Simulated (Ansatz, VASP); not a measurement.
## Ba in VASP and in Ansatz

File INCAR:

```
ALGO     = Normal         # electronic algorithm
EDIFF    = 1E-6           # SCF threshold, eV
ENCUT    = 520            # plane-wave cutoff, eV
GGA      = RP             # functional
GGA_COMPAT= F            
ISIF     = 2              # what is computed and relaxed
ISMEAR   = 0              # smearing method
IVDW     = 12             # dispersion correction
LASPH    = T              # aspherical terms in the spheres
LCHARG   = F              # write CHGCAR
LORBIT   = 11             # projections on sites
LORBMOM  = T            
LREAL    = F              # projectors in reciprocal space
LSORBIT  = T              # spin-orbit coupling
LWAVE    = F              # write WAVECAR
MAGMOM   = 0 0 0          # initial moments
NBANDS   = 21             # bands
NELM     = 150            # most SCF steps
PREC     = Accurate       # precision mode
SIGMA    = 0.1            # smearing width, eV
```

KPOINTS

```
k-points
0
Gamma
  6 6 6
```

Contents of POSCAR:

```
Ba
1.0
   -2.4896773455      2.4896773455      2.4896773455
    2.4896773455     -2.4896773455      2.4896773455
    2.4896773455      2.4896773455     -2.4896773455
Ba
1
Direct
    0.0000000000      0.0000000000      0.0000000000
```

Contents of input.yaml:

```yaml
crystal:
  lattice:
    - [-2.4896773455, 2.4896773455, 2.4896773455]
    - [2.4896773455, -2.4896773455, 2.4896773455]
    - [2.4896773455, 2.4896773455, -2.4896773455]
  atoms:
    - { symbol: Ba, position: [0.0, 0.0, 0.0] }
kpoints:
  mp_grid: { grid: [6, 6, 6] }
scf:
  occupations: { method: gaussian, width: 0.1 }
hamiltonian:
  xc: rpbe
  dispersion: d3bj
  pseudopotentials: { kind: all_electron, lapw: { basis_error: 0.002 } }
magnetization:
  noncollinear: true
  spin_orbit: true
output:
  forces: true
  stress: true
  eigenvalues: true
```

Change from the starting cell: volume scaled by 0.98.

Alike in both runs: task single point; functional RPBE; dispersion D3(BJ); k mesh 6 × 6 × 6; occupations gaussian, width 0.1 eV; non-collinear spin, spin-orbit coupling.

|  | VASP | Ansatz |
| --- | --- | --- |
| version | VASP 6.6.1 | Ansatz 0.2.0 |
| potentials or method | VASP PAW PBE potentials, release 64 (Ba_sv), cutoff 520 eV | all-electron LAPW, relativistic spinors |

```csv
,VASP,Ansatz,Ansatz less VASP
pressure (GPa),-5.7,-5.7,-0.04
net moment per atom (μB),0.00,0.00,0.000
```

VASP's potentials were made for PBE, not for RPBE. Ansatz ran all-electron here, and VASP with PAW potentials.

Noted on Ansatz's run: the k mesh is thin for a metal, which can move the energy by tens of meV per atom.
